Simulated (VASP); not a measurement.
# RbBr (Fm-3m) in VASP: single point with LDA

Aim: the single point of RbBr with LDA.

All numbers are computed with VASP 6.6.1; they aren't measurements. Logs are shortened: lines on timing, memory, paths and dates and some standing lists are left out, and cuts for length are marked.

## (1) The cell of the first run

It takes space group Fm-3m (No. 225, cubic). Conventional cell: a = 6.854 Å, b = 6.854 Å, c = 6.854 Å, α = 90.00°, β = 90.00°, γ = 90.00°. Within 4.5 Å of Rb (site symmetry m-3m) lie 6 Br at 3.43 Å. Br (site symmetry m-3m) has 6 Rb at 3.43 Å within 4.5 Å.

## (2) Single point, LDA

INCAR

```
ALGO = Normal
EDIFF = 1E-6
ENCUT = 520
ISIF = 2
ISMEAR = -1
LASPH = T
LCHARG = F
LREAL = F
LWAVE = F
NBANDS = 15
NELM = 100
PREC = Accurate
SIGMA = 0.1
```

KPOINTS

```
k-points
0
Gamma
  6 6 6
```

POSCAR

```
RbBr
1.0
    0.0000000000      3.4270000000      3.4270000000
    3.4270000000      0.0000000000      3.4270000000
    3.4270000000      3.4270000000      0.0000000000
Rb Br
1 1
Direct
    0.0000000000      0.0000000000      0.0000000000
    0.5000000000      0.5000000000      0.5000000000
```

Potentials or basis: VASP PAW LDA potentials, release 64 (Rb_sv, Br).

Command:

```sh
$ cat potpaw_LDA.64/Rb_sv/POTCAR potpaw_LDA.64/Br/POTCAR > POTCAR
$ mpirun -np 1 vasp_std > vasp.out
```

OUTCAR:

```text
EDIFF = 1E-6
   ENCUT = 520
   ISIF = 2
   ISMEAR = -1
   LASPH = T
   LREAL = F
   NELM = 100
   PREC = Accurate

 ion  position               nearest neighbor table
   1  0.000  0.000  0.000-   2 3.43   2 3.43   2 3.43   2 3.43   2 3.43   2 3.43
   2  0.500  0.500  0.500-   1 3.43   1 3.43   1 3.43   1 3.43   1 3.43   1 3.43

  LATTYP: Found a face centered cubic cell.
 ALAT       =     6.8540000000

  Lattice vectors:

 A1 = (   0.0000000000,   3.4270000000,   3.4270000000)
 A2 = (   3.4270000000,   0.0000000000,   3.4270000000)
 A3 = (   3.4270000000,   3.4270000000,   0.0000000000)

Analysis of symmetry for initial positions (statically):
=====================================================================
 Subroutine PRICEL returns:
 Original cell was already a primitive cell.

 Routine SETGRP: Setting up the symmetry group for a
 face centered cubic supercell.

 Subroutine GETGRP returns: Found 48 space group operations
 (whereof 48 operations were pure point group operations)
 out of a pool of 48 trial point group operations.

The static configuration has the point symmetry O_h .

Analysis of symmetry for dynamics (positions and initial velocities):
=====================================================================
 Subroutine PRICEL returns:
 Original cell was already a primitive cell.

 Routine SETGRP: Setting up the symmetry group for a
 face centered cubic supercell.

 Subroutine GETGRP returns: Found 48 space group operations
 (whereof 48 operations were pure point group operations)
 out of a pool of 48 trial point group operations.

The dynamic configuration has the point symmetry O_h .

 Subroutine INISYM returns: Found 48 space group operations
 (whereof 48 operations are pure point group operations),
 and found     1 'primitive' translations

----------------------------------------------------------------------------------------

                                     Primitive cell

  volume of cell :      80.4956

  direct lattice vectors                    reciprocal lattice vectors
     0.000000000  3.427000000  3.427000000    -0.145900204  0.145900204  0.145900204
     3.427000000  0.000000000  3.427000000     0.145900204 -0.145900204  0.145900204
     3.427000000  3.427000000  0.000000000     0.145900204  0.145900204 -0.145900204

  length of vectors
     4.846509878  4.846509878  4.846509878     0.252706567  0.252706567  0.252706567

  position of ions in fractional coordinates (direct lattice)
     0.000000000  0.000000000  0.000000000
     0.500000000  0.500000000  0.500000000

  ion indices of the primitive-cell ions
   primitive index   ion index
                 1           1
                 2           2

----------------------------------------------------------------------------------------

 KPOINTS: k-points

Automatic generation of k-mesh.
 Grid dimensions read from file:
 generate k-points for:    6    6    6

 Generating k-lattice:

  Cartesian coordinates                     Fractional coordinates (reciprocal lattice)
    -0.024316701  0.024316701  0.024316701     0.166666667  0.000000000  0.000000000
     0.024316701 -0.024316701  0.024316701     0.000000000  0.166666667  0.000000000
     0.024316701  0.024316701 -0.024316701     0.000000000  0.000000000  0.166666667

  Length of vectors
     0.042117761  0.042117761  0.042117761

  Shift w.r.t. Gamma in fractional coordinates (k-lattice)
     0.000000000  0.000000000  0.000000000

 Subroutine IBZKPT returns following result:
 ===========================================

 Found     16 irreducible k-points:

 Following reciprocal coordinates:
            Coordinates               Weight
  0.000000  0.000000  0.000000      1.000000
  0.166667  0.000000  0.000000      8.000000
  0.333333  0.000000  0.000000      8.000000
  0.500000  0.000000  0.000000      4.000000
  0.166667  0.166667  0.000000      6.000000
  0.333333  0.166667  0.000000     24.000000
[... 8 lines left out ...]
 -0.333333  0.333333  0.166667     24.000000
 -0.333333  0.500000  0.166667     12.000000
   k-points           NKPTS =     16   k-points in BZ     NKDIM =     16   number of bands    NBANDS=     15
   number of dos      NEDOS =    301   number of ions     NIONS =      2
   total plane-waves  NPLWV =  46656
   dimension x,y,z NGX =    36 NGY =   36 NGZ =   36
   dimension x,y,z NGXF=    72 NGYF=   72 NGZF=   72
   ions per type =               1   1
   NGX,Y,Z   is equivalent  to a cutoff of  12.35, 12.35, 12.35 a.u.
   NGXF,Y,Z  is equivalent  to a cutoff of  24.70, 24.70, 24.70 a.u.
 SYSTEM =  unknown system
   PREC   = accura    normal or accurate (medium, high low for compatibility)
   ISTART =      0    job   : 0-new  1-cont  2-samecut
   ICHARG =      2    charge: 1-file 2-atom 10-const
   ISPIN  =      1    spin polarized calculation?
   LNONCOLLINEAR =      F non collinear calculations
   LSORBIT =      F    spin-orbit coupling
   LASPH  =      T    aspherical Exc in radial PAW
   ENCUT  =  520.0 eV  38.22 Ry    6.18 a.u.   9.01  9.01  9.01*2*pi/ulx,y,z
   NELM   =    100;   NELMIN=  2; NELMDL= -5     # of ELM steps
   EDIFF  = 0.1E-05   stopping-criterion for ELM
   LREAL  =      F    real-space projection
   EDIFFG = 0.1E-04   stopping-criterion for IOM
   NSW    =      0    number of steps for IOM
   IBRION =     -1    ionic relax: 0-MD 1-quasi-New 2-CG
   NFREE  =      0    steps in history (QN), initial steepest desc. (CG)
   ISIF   =      2    stress and relaxation
   ISYM   =      2    0-nonsym 1-usesym 2-fastsym
   POTIM  = 0.5000    time-step for ionic-motion
   TEBEG  =    0.0;   TEEND  =   0.0 temperature during run
   PSTRESS=    0.0 pullay stress
   NELECT =      16.0000    total number of electrons
   NUPDOWN=      -1.0000    fix difference up-down
   EMIN   =  10.00;   EMAX   =-10.00  energy-range for DOS
   EFERMI =   0.00;   METHOD = LEGACY
   ISMEAR =    -1;   SIGMA  =   0.10  broadening in eV -4-tet -1-fermi 0-gaus
   EFERMI_NEDOS =   21; number of points for ismear=-14 and -15
   IALGO  =     38    algorithm
   IMIX   =      4    mixing-type and parameters
     AMIX     =   0.40;   BMIX     =  1.00
     AMIX_MAG =   1.60;   BMIX_MAG =  1.00
  volume/ion in A,a.u.               =      40.25       271.61
  Fermi-wavevector in a.u.,A,eV,Ry     =   0.955412  1.805467 12.419564  0.912812
  Thomas-Fermi vector in A             =   2.084247
   LORBIT       =      0    0 simple, 1 ext, 2 COOP (PROOUT), +10 PAW based schemes
   GGA     = CA    functional components
   LHFCALC =     F    Hartree Fock is set to
   AEXX    =    0.0000 exact exchange contribution
   IVDW    =     0    specifies the selected vdW correction
   LEPSILON=     F    determine dielectric tensor
   LRPA    =     F    only Hartree local field effects (RPA)
 non-spin polarized calculation
  energy-cutoff  :      520.00
  volume of cell :       80.50
 maximum number of plane-waves:      2200
   NGX = 17   NGY = 17   NGZ = 17

 number of electron      15.9999999 magnetization

 Free energy of the ion-electron system (eV)
  ---------------------------------------------------
  ext. energy  EPLUGINS =         0.00000000
  ---------------------------------------------------
  free energy    TOTEN  =        -6.69438830 eV

  energy without entropy =       -6.69438829  energy(sigma->0) =       -6.69438830

 E-fermi :   0.2382     XC(G=0):  -7.7382

 val. band max:       -1.9563263102   @ k =   0.0000   0.0000   0.0000
 cond. band min:       2.0038730672   @ k =   0.0000   0.0000   0.0000
 fundamental gap:      3.9601993773
 Fermi energy:         0.2382151418

 k-point     1 :       0.0000    0.0000    0.0000
  band No.  band energies     occupation
      1     -26.2255      2.00000
      2     -14.1669      2.00000
      3     -10.3682      2.00000
      4     -10.3682      2.00000
      5     -10.3682      2.00000
      6      -1.9563      2.00000
      7      -1.9563      2.00000
      8      -1.9563      2.00000
      9       2.0039      0.00000
     10       5.0724      0.00000
     11       5.0724      0.00000
     12       5.0724      0.00000
     13       6.0179      0.00000
     14       6.0179      0.00000
     15       8.5975      0.00000

 k-point     2 :       0.1667    0.0000    0.0000
  band No.  band energies     occupation
      1     -26.2230      2.00000
      2     -14.1774      2.00000
      3     -10.3704      2.00000
      4     -10.3704      2.00000
      5     -10.3577      2.00000
      6      -2.2897      2.00000
      7      -2.0568      2.00000
      8      -2.0568      2.00000
      9       2.6688      0.00000
     10       4.9141      0.00000
     11       5.4043      0.00000
     12       5.4043      0.00000
     13       6.4286      0.00000
     14       6.4286      0.00000
     15       9.6317      0.00000

 k-point     3 :       0.3333    0.0000    0.0000
  band No.  band energies     occupation
      1     -26.2179      2.00000
      2     -14.1981      2.00000
      3     -10.3747      2.00000
      4     -10.3747      2.00000
      5     -10.3370      2.00000
      6      -2.8024      2.00000
      7      -2.2439      2.00000
      8      -2.2439      2.00000
      9       3.9363      0.00000
     10       5.0477      0.00000
     11       6.3277      0.00000
     12       6.3277      0.00000
     13       7.4428      0.00000
     14       7.4428      0.00000
     15       9.3755      0.00000

 k-point     4 :       0.5000    0.0000    0.0000
  band No.  band energies     occupation
      1     -26.2154      2.00000
      2     -14.2084      2.00000
      3     -10.3768      2.00000
      4     -10.3768      2.00000
      5     -10.3268      2.00000
      6      -3.0147      2.00000
      7      -2.3314      2.00000
      8      -2.3314      2.00000
      9       4.5077      0.00000
     10       5.4496      0.00000
     11       7.3057      0.00000
     12       7.3057      0.00000
     13       7.9618      0.00000
     14       7.9618      0.00000
     15       8.6534      0.00000
[... 163 lines left out ...]
 k-point    14 :       0.5000    0.3333    0.1667
  band No.  band energies     occupation
      1     -26.2148      2.00000
      2     -14.1641      2.00000
      3     -10.4540      2.00000
      4     -10.4302      2.00000
      5     -10.3649      2.00000
      6      -2.6854      2.00000
      7      -2.2893      2.00000
      8      -2.1980      2.00000
      9       4.2935      0.00000
     10       4.5803      0.00000
     11       6.6057      0.00000
     12       7.2719      0.00000
     13       7.3821      0.00000
     14       7.7464      0.00000
     15       8.8036      0.00000

 k-point    15 :      -0.3333    0.3333    0.1667
  band No.  band energies     occupation
      1     -26.2131      2.00000
      2     -14.1568      2.00000
      3     -10.4749      2.00000
      4     -10.4668      2.00000
      5     -10.3526      2.00000
      6      -2.6421      2.00000
      7      -2.3275      2.00000
      8      -2.3021      2.00000
      9       4.7619      0.00000
     10       4.9899      0.00000
     11       6.3012      0.00000
     12       6.5925      0.00000
     13       8.0433      0.00000
     14       8.7496      0.00000
     15       8.8542      0.00000

 k-point    16 :      -0.3333    0.5000    0.1667
  band No.  band energies     occupation
      1     -26.2124      2.00000
      2     -14.1322      2.00000
      3     -10.5366      2.00000
      4     -10.4764      2.00000
      5     -10.3755      2.00000
      6      -2.3983      2.00000
      7      -2.3944      2.00000
      8      -2.2356      2.00000
      9       4.0515      0.00000
     10       5.5992      0.00000
     11       5.7178      0.00000
     12       6.7478      0.00000
     13       7.8759      0.00000
     14       8.7622      0.00000
     15       9.1345      0.00000

------------------------ aborting loop because EDIFF is reached ----------------------------------------

  FORCE on cell =-STRESS in cart. coord.  units (eV):
  Direction    XX          YY          ZZ          XY          YZ          ZX
  --------------------------------------------------------------------------------------
  -------------------------------------------------------------------------------------
  Total       -0.5930502     -0.5930502     -0.5930502      0.0000000      0.0000000      0.0000000
  in kB      -11.8040153    -11.8040153    -11.8040153      0.0000000      0.0000000      0.0000000
  external PRESSURE =     -11.8040153 kB  Pullay stress =       0.0000000 kB

 VOLUME and BASIS-vectors are now :
 -----------------------------------------------------------------------------
  energy-cutoff  :      520.00
  volume of cell :       80.50
      direct lattice vectors                 reciprocal lattice vectors
     0.000000000  3.427000000  3.427000000    -0.145900204  0.145900204  0.145900204
     3.427000000  0.000000000  3.427000000     0.145900204 -0.145900204  0.145900204
     3.427000000  3.427000000  0.000000000     0.145900204  0.145900204 -0.145900204

 POSITION                                       TOTAL-FORCE (eV/Angst)
 -----------------------------------------------------------------------------------
      0.00000      0.00000      0.00000         0.000000     -0.000000      0.000000
      3.42700      3.42700      3.42700        -0.000000      0.000000     -0.000000
 -----------------------------------------------------------------------------------
    total drift:                                0.000000      0.000000      0.000000

  FREE ENERGIE OF THE ION-ELECTRON SYSTEM (eV)
  ---------------------------------------------------
  free  energy   TOTEN  =        -6.6943882954 eV

  energy  without entropy=       -6.6943882948  energy(sigma->0) =       -6.69438830
```

Wall time 7.1 s (1 thread of Intel Xeon 6975P-C (Granite Rapids), shared host); peak memory 0.17 GiB.

Results:

| Item | Value |
| --- | --- |
| Free energy | -6.6944 eV |
| Pressure | -1.2 GPa |
| Band gap on the k mesh | 3.96 eV, direct |
